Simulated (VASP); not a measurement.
# Al (P6_3/mmc) in VASP: a series of runs

Runs on Al. Level: PBEsol. Tasks: single point.

Everything below comes from runs of VASP 6.6.1. Logs are shortened: lines on timing, memory, paths and dates and some standing lists are left out, and cuts for length are marked.

## 1. The cell of the first run

It takes space group P6_3/mmc (No. 194, hexagonal). The conventional cell has a = 2.770 Å, b = 2.770 Å, c = 4.713 Å, α = 90.00°, β = 90.00°, γ = 120.00°. Al (site symmetry -6m2) has 12 Al at 2.77 to 2.85 Å within 3.7 Å.

## 2. Single point, PBEsol

INCAR reads:

```
SYSTEM = Al
PREC = Accurate ; ENCUT = 520
EDIFF = 1E-6 ; ISMEAR = 0
SIGMA = 0.15 ; LREAL = .FALSE.
LASPH = .TRUE. ; NELM = 60
ALGO = Normal ; ISIF = 2
LWAVE = .FALSE. ; LCHARG = .FALSE.
GGA = PS ; NBANDS = 10
```

KPOINTS reads:

```
regular mesh
0
G
  18 18 10
  0 0 0
```

POSCAR reads:

```
Al
1.0
    2.7699000000      0.0000000000      0.0000000000
   -1.3849500000      2.3988037660      0.0000000000
    0.0000000000      0.0000000000      4.7125000000
Al
2
Direct
    0.6666666667      0.3333333333      0.7500000000
    0.3333333333      0.6666666667      0.2500000000
```

Potentials or basis: VASP PAW PBE potentials, release 64 (Al).

On the command line:

```bash
cat potpaw_PBE.64/Al/POTCAR > POTCAR
mpirun -np 1 vasp_std > vasp.out
```

OUTCAR:

```text
SYSTEM = Al
   PREC = Accurate
   ENCUT = 520
   EDIFF = 1E-6
   ISMEAR = 0
   LREAL = .FALSE.
   LASPH = .TRUE.
   NELM = 60
   ISIF = 2
   GGA = PS

 ion  position               nearest neighbor table
   1  0.667  0.333  0.750-   2 2.85   2 2.85   2 2.85   2 2.85   2 2.85   2 2.85
   2  0.333  0.667  0.250-   1 2.85   1 2.85   1 2.85   1 2.85   1 2.85   1 2.85

  LATTYP: Found a hexagonal cell.
 ALAT       =     2.7699000000
 C/A-ratio  =     1.7013249576

  Lattice vectors:

 A1 = (   2.7699000000,   0.0000000000,   0.0000000000)
 A2 = (  -1.3849500000,   2.3988037660,   0.0000000000)
 A3 = (   0.0000000000,   0.0000000000,   4.7125000000)

Analysis of symmetry for initial positions (statically):
=====================================================================
 Subroutine PRICEL returns:
 Original cell was already a primitive cell.

 Routine SETGRP: Setting up the symmetry group for a
 hexagonal supercell.

 Subroutine GETGRP returns: Found 24 space group operations
 (whereof 12 operations were pure point group operations)
 out of a pool of 24 trial point group operations.

The static configuration has the point symmetry D_3d.
 The point group associated with its full space group is D_6h.

Analysis of symmetry for dynamics (positions and initial velocities):
=====================================================================
 Subroutine PRICEL returns:
 Original cell was already a primitive cell.

 Routine SETGRP: Setting up the symmetry group for a
 hexagonal supercell.

 Subroutine GETGRP returns: Found 24 space group operations
 (whereof 12 operations were pure point group operations)
 out of a pool of 24 trial point group operations.

The dynamic configuration has the point symmetry D_3d.
 The point group associated with its full space group is D_6h.

 Subroutine INISYM returns: Found 24 space group operations
 (whereof 12 operations are pure point group operations),
 and found     1 'primitive' translations

----------------------------------------------------------------------------------------

                                     Primitive cell

  volume of cell :      31.3120

  direct lattice vectors                    reciprocal lattice vectors
     2.769900000  0.000000000  0.000000000     0.361023864  0.208437225  0.000000000
    -1.384950000  2.398803766  0.000000000     0.000000000  0.416874450  0.000000000
     0.000000000  0.000000000  4.712500000     0.000000000  0.000000000  0.212201592

  length of vectors
     2.769900000  2.769900000  4.712500000     0.416874450  0.416874450  0.212201592

  position of ions in fractional coordinates (direct lattice)
     0.666666667  0.333333333  0.750000000
     0.333333333  0.666666667  0.250000000

  ion indices of the primitive-cell ions
   primitive index   ion index
                 1           1
                 2           2

----------------------------------------------------------------------------------------

 KPOINTS: regular mesh

Automatic generation of k-mesh.
 Grid dimensions read from file:
 generate k-points for:   18   18   10

 Generating k-lattice:

  Cartesian coordinates                     Fractional coordinates (reciprocal lattice)
     0.020056881  0.011579846  0.000000000     0.055555556  0.000000000  0.000000000
     0.000000000  0.023159692  0.000000000     0.000000000  0.055555556  0.000000000
     0.000000000  0.000000000  0.021220159     0.000000000  0.000000000  0.100000000

  Length of vectors
     0.023159692  0.023159692  0.021220159

  Shift w.r.t. Gamma in fractional coordinates (k-lattice)
     0.000000000  0.000000000  0.000000000

 Subroutine IBZKPT returns following result:
 ===========================================

 Found    222 irreducible k-points:

 Following reciprocal coordinates:
            Coordinates               Weight
  0.000000  0.000000  0.000000      1.000000
  0.055556  0.000000  0.000000      6.000000
  0.111111  0.000000  0.000000      6.000000
  0.166667  0.000000  0.000000      6.000000
  0.222222  0.000000  0.000000      6.000000
  0.277778  0.000000  0.000000      6.000000
[... 16 lines left out ...]
  0.333333  0.111111  0.000000     12.000000
  0.388889  0.111111  0.000000     12.000000
 [... further k-points ...]
   k-points           NKPTS =    222   k-points in BZ     NKDIM =    222   number of bands    NBANDS=     10
   number of dos      NEDOS =    301   number of ions     NIONS =      2
   total plane-waves  NPLWV =  20736
   dimension x,y,z NGX =    24 NGY =   24 NGZ =   36
   dimension x,y,z NGXF=    48 NGYF=   48 NGZF=   72
   ions per type =               2
   NGX,Y,Z   is equivalent  to a cutoff of  14.40, 14.40, 12.70 a.u.
   NGXF,Y,Z  is equivalent  to a cutoff of  28.81, 28.81, 25.40 a.u.
 SYSTEM =  Al
   PREC   = accura    normal or accurate (medium, high low for compatibility)
   ISTART =      0    job   : 0-new  1-cont  2-samecut
   ICHARG =      2    charge: 1-file 2-atom 10-const
   ISPIN  =      1    spin polarized calculation?
   LNONCOLLINEAR =      F non collinear calculations
   LSORBIT =      F    spin-orbit coupling
   LASPH  =      T    aspherical Exc in radial PAW
   ENCUT  =  520.0 eV  38.22 Ry    6.18 a.u.   5.15  5.15  8.76*2*pi/ulx,y,z
   NELM   =     60;   NELMIN=  2; NELMDL= -5     # of ELM steps
   EDIFF  = 0.1E-05   stopping-criterion for ELM
   LREAL  =      F    real-space projection
   EDIFFG = 0.1E-04   stopping-criterion for IOM
   NSW    =      0    number of steps for IOM
   IBRION =     -1    ionic relax: 0-MD 1-quasi-New 2-CG
   NFREE  =      0    steps in history (QN), initial steepest desc. (CG)
   ISIF   =      2    stress and relaxation
   ISYM   =      2    0-nonsym 1-usesym 2-fastsym
   POTIM  = 0.5000    time-step for ionic-motion
   TEBEG  =    0.0;   TEEND  =   0.0 temperature during run
   PSTRESS=    0.0 pullay stress
   NELECT =       6.0000    total number of electrons
   NUPDOWN=      -1.0000    fix difference up-down
   EMIN   =  10.00;   EMAX   =-10.00  energy-range for DOS
   EFERMI =   0.00;   METHOD = LEGACY
   ISMEAR =     0;   SIGMA  =   0.15  broadening in eV -4-tet -1-fermi 0-gaus
   EFERMI_NEDOS =   21; number of points for ismear=-14 and -15
   IALGO  =     38    algorithm
   IMIX   =      4    mixing-type and parameters
     AMIX     =   0.40;   BMIX     =  1.00
     AMIX_MAG =   1.60;   BMIX_MAG =  1.00
  volume/ion in A,a.u.               =      15.66       105.65
  Fermi-wavevector in a.u.,A,eV,Ry     =   0.943819  1.783558 12.119982  0.890794
  Thomas-Fermi vector in A             =   2.071563
   LORBIT       =      0    0 simple, 1 ext, 2 COOP (PROOUT), +10 PAW based schemes
   GGA     = PS    functional components
   LHFCALC =     F    Hartree Fock is set to
   AEXX    =    0.0000 exact exchange contribution
   IVDW    =     0    specifies the selected vdW correction
   LEPSILON=     F    determine dielectric tensor
   LRPA    =     F    only Hartree local field effects (RPA)
 non-spin polarized calculation
 Gauss-broadening in eV      SIGMA  =   0.15
  energy-cutoff  :      520.00
  volume of cell :       31.31
 maximum number of plane-waves:       857
 NGX is ok and might be reduce to    24
   NGX = 11   NGY = 11   NGZ = 17

 number of electron       6.0000000 magnetization

 Free energy of the ion-electron system (eV)
  ---------------------------------------------------
  ext. energy  EPLUGINS =         0.00000000
  ---------------------------------------------------
  free energy    TOTEN  =        -8.10184836 eV

  energy without entropy =       -8.09330848  energy(sigma->0) =       -8.09757842

 E-fermi :   8.4968     XC(G=0): -10.4502

 val. band max:        8.4917737399   @ k =   0.1667   0.0000   0.3000
 cond. band min:       8.5102109240   @ k =   0.4444   0.0000   0.0000
 fundamental gap:      0.0184371841
 Fermi energy:         8.4968303470

 k-point     1 :       0.0000    0.0000    0.0000
  band No.  band energies     occupation
      1      -2.9936      2.00000
      2       3.4854      2.00000
      3       3.5470      2.00000
      4      20.1953      0.00000
      5      20.1953      0.00000
      6      20.2385      0.00000
      7      20.2960      0.00000
      8      20.2960      0.00000
      9      22.1262      0.00000
     10      23.6256      0.00000

 k-point     2 :       0.0556    0.0000    0.0000
  band No.  band energies     occupation
      1      -2.9143      2.00000
      2       3.5590      2.00000
      3       3.6243      2.00000
      4      18.3579      0.00000
      5      19.1137      0.00000
      6      19.9457      0.00000
      7      21.1264      0.00000
      8      21.4940      0.00000
      9      22.1636      0.00000
     10      23.8598      0.00000

 k-point     3 :       0.1111    0.0000    0.0000
  band No.  band energies     occupation
      1      -2.6766      2.00000
      2       3.7797      2.00000
      3       3.8554      2.00000
      4      16.1860      0.00000
      5      18.1143      0.00000
      6      19.2244      0.00000
      7      20.9821      0.00000
      8      21.9028      0.00000
      9      22.6751      0.00000
     10      22.6913      0.00000

 k-point     4 :       0.1667    0.0000    0.0000
  band No.  band energies     occupation
      1      -2.2814      2.00000
      2       4.1477      2.00000
      3       4.2371      2.00000
      4      14.0284      0.00000
      5      17.2484      0.00000
      6      18.2306      0.00000
      7      19.9831      0.00000
      8      19.9872      0.00000
      9      22.3307      0.00000
     10      22.4957      0.00000

 k-point     5 :       0.2222    0.0000    0.0000
  band No.  band energies     occupation
      1      -1.7301      2.00000
      2       4.6630      2.00000
      3       4.7630      2.00000
      4      11.9638      0.00000
      5      16.5168      0.00000
      6      16.9869      0.00000
      7      17.9390      0.00000
      8      18.8368      0.00000
      9      21.9042      0.00000
     10      22.3599      0.00000

 k-point     6 :       0.2778    0.0000    0.0000
  band No.  band energies     occupation
      1      -1.0250      2.00000
      2       5.3254      2.00000
      3       5.4161      2.00000
      4      10.0305      0.00000
      5      15.5310      0.00000
      6      15.9192      0.00000
      7      15.9850      0.00000
      8      17.9569      0.00000
      9      21.3983      0.00000
     10      21.7315      0.00000
[... 183 lines left out ...]
 k-point    21 :       0.2222    0.1111    0.0000
  band No.  band energies     occupation
      1      -0.7907      2.00000
      2       5.5462      2.00000
      3       5.6329      2.00000
      4      10.2351      0.00000
      5      12.7548      0.00000
      6      16.1477      0.00000
      7      16.4011      0.00000
      8      18.9018      0.00000
      9      19.0394      0.00000
     10      20.6805      0.00000

 k-point    22 :       0.2778    0.1111    0.0000
  band No.  band energies     occupation
      1       0.0642      2.00000
      2       6.3266      2.00000
      3       6.3549      2.00000
      4       8.5228      0.80665
      5      12.1679      0.00000
      6      14.3526      0.00000
      7      14.8370      0.00000
      8      18.4789      0.00000
      9      18.4793      0.00000
     10      20.2814      0.00000

 k-point    23 :       0.3333    0.1111    0.0000
  band No.  band energies     occupation
      1       1.0668      2.00000
      2       6.2329      2.00000
      3       7.3073      2.00000
      4       7.8516      2.00000
      5      11.5955      0.00000
      6      12.6800      0.00000
      7      13.5071      0.00000
      8      18.0884      0.00000
      9      18.1702      0.00000
     10      19.9740      0.00000

 k-point    24 :       0.3889    0.1111    0.0000
  band No.  band energies     occupation
      1       2.2123      2.00000
      2       4.8846      2.00000
      3       8.3899      1.68669
      4       8.6713      0.09997
      5      10.8247      0.00000
      6      11.1612      0.00000
      7      12.6589      0.00000
      8      17.8559      0.00000
      9      17.9827      0.00000
     10      19.7832      0.00000

 [... further k-points ...]

------------------------ aborting loop because EDIFF is reached ----------------------------------------

  FORCE on cell =-STRESS in cart. coord.  units (eV):
  Direction    XX          YY          ZZ          XY          YZ          ZX
  --------------------------------------------------------------------------------------
  -------------------------------------------------------------------------------------
  Total        0.8393463      0.8393463      0.5219572      0.0000000      0.0000000      0.0000000
  in kB       42.9478640     42.9478640     26.7076280      0.0000000      0.0000000      0.0000000
  external PRESSURE =      37.5344520 kB  Pullay stress =       0.0000000 kB

 VOLUME and BASIS-vectors are now :
 -----------------------------------------------------------------------------
  energy-cutoff  :      520.00
  volume of cell :       31.31
      direct lattice vectors                 reciprocal lattice vectors
     2.769900000  0.000000000  0.000000000     0.361023864  0.208437225  0.000000000
    -1.384950000  2.398803766  0.000000000     0.000000000  0.416874450  0.000000000
     0.000000000  0.000000000  4.712500000     0.000000000  0.000000000  0.212201592

 POSITION                                       TOTAL-FORCE (eV/Angst)
 -----------------------------------------------------------------------------------
      1.38495      0.79960      3.53438        -0.000000     -0.000000      0.000000
     -0.00000      1.59920      1.17813         0.000000      0.000000      0.000000
 -----------------------------------------------------------------------------------
    total drift:                                0.000000     -0.000000      0.000000

  FREE ENERGIE OF THE ION-ELECTRON SYSTEM (eV)
  ---------------------------------------------------
  free  energy   TOTEN  =        -8.1018483617 eV

  energy  without entropy=       -8.0933084762  energy(sigma->0) =       -8.09757842
```

Run time: 27 s. Hardware: 1 thread of AMD EPYC 9R45 (Zen 5), shared host; peak memory 0.16 GiB.

What came out:

- Free energy: -8.1018 eV
- Pressure: 3.8 GPa
- Band gap on the k mesh: zero (band 3 reaches 12.39 eV, above the bottom of band 4 at 5.32 eV)

Caveat: the PAW data sets were made with another functional, which shifts forces and pressure a little.

(Continued in part 2 of 2.)
